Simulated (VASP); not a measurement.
Set up this calculation in VASP 6.6.1, as the native input.

* Task: single point
* Functional: r2SCAN
* Dispersion: rVV10
* Potentials or basis: VASP PAW PBE potentials, release 64 (B, P)
* Cutoff: 550 eV
* k mesh: 10 × 10 × 10
* Occupations: gaussian, width 0.02 eV
* Spin: no spin polarisation
* Dipole correction: no
* Further INCAR settings: ALGO = Normal; EDIFF = 1e-06; NBANDS = 11

BP:

```
B P
1.0
     0.00000    2.24251    2.24251
     2.24251    0.00000    2.24251
     2.24251    2.24251    0.00000
B P
1 1
Direct
  0.00000 0.00000 0.00000
  0.25000 0.25000 0.25000
```

One way to write it, as run:

POSCAR

```
BP
1.0
    0.0000000000      2.2425120297      2.2425120297
    2.2425120297      0.0000000000      2.2425120297
    2.2425120297      2.2425120297      0.0000000000
B P
1 1
Direct
    0.0000000000      0.0000000000      0.0000000000
    0.2500000000      0.2500000000      0.2500000000
```

INCAR.step1

```
SYSTEM = BP
ALGO = Normal
EDIFF = 1E-5
ENCUT = 550
GGA = PE
GGA_COMPAT = .False.
ISMEAR = 0
LASPH = .True.
LCHARG = .False.
LREAL = .False.
LWAVE = .True.
NBANDS = 11
NELM = 120
PREC = Accurate
SIGMA = 0.02
```

INCAR.step2

```
SYSTEM = BP
ALGO = Normal
BPARAM = 11.95
CPARAM = 0.0093
EDIFF = 1E-6
ENCUT = 550
GGA_COMPAT = .False.
ISIF = 2
ISMEAR = 0
ISTART = 1
IVDW_NL = 2
LASPH = .True.
LCHARG = .True.
LELF = .True.
LMIXTAU = .True.
LREAL = .False.
LUSE_VDW = .True.
LVHAR = .True.
LWAVE = .False.
METAGGA = R2SCAN
NBANDS = 11
NELM = 120
PREC = Accurate
SIGMA = 0.02
```

KPOINTS

```
k-points
0
Gamma
  10 10 10
  0 0 0
```

Potentials or basis: VASP PAW PBE potentials, release 64 (B, P).

Run with:

```bash
$ cat potpaw_PBE.64/B/POTCAR potpaw_PBE.64/P/POTCAR > POTCAR
$ cp INCAR.step1 INCAR
$ mpirun -np 1 vasp_std > vasp.out
$ cp INCAR.step2 INCAR
$ mpirun -np 1 vasp_std > vasp.out
```

Results of the run:

```yaml
Pressure: 5.0 GPa
Band_gap_on_the_k_mesh: 1.37 eV (least direct gap 3.69 eV)
```

Caveat: the cell stands under pressure; the PAW data sets were made with another functional, which shifts forces and pressure a little.

It took 24 s on 1 thread of Intel(R) Xeon(R) 6975P-C (Granite Rapids) (shared host), peak memory 0.21 GiB.
